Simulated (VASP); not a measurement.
PbSe:

```
Pb Se
1.0
     0.00000    3.08870    3.08870
     3.08870    0.00000    3.08870
     3.08870    3.08870    0.00000
Pb Se
1 1
Cartesian
  0.0000 0.0000 0.0000
  3.0887 3.0887 3.0887
```

Base run:

```yaml
Program: VASP 6.6.1
Functional: r2SCAN
Potentials_or_basis: VASP PAW PBE potentials, release 64 (Pb_d, Se)
Cutoff: 520 eV
k_mesh: 6 × 6 × 6
Occupations: gaussian, width 0.01 eV
Spin: no spin polarisation
```

Its results: band gap on the k mesh 0.67 eV, direct; pressure 0.0 GPa.

**Question.** The run is repeated on the same cell with these changes: functional from r2SCAN to PBE; further incar settings from ALGO = Normal; EDIFF = 1e-07; NBANDS = 17 to ALGO = Normal; EDIFF = 1e-06; NBANDS = 17. What comes out?

**Answer.** Band gap on the k mesh 0.38 eV, direct; pressure 0.9 GPa.

Caveats: spin-orbit coupling is left out, which moves the levels of the heavy elements; the PAW data sets were made with another functional, which shifts forces and pressure a little (some runs).

A k mesh can miss the band edges.
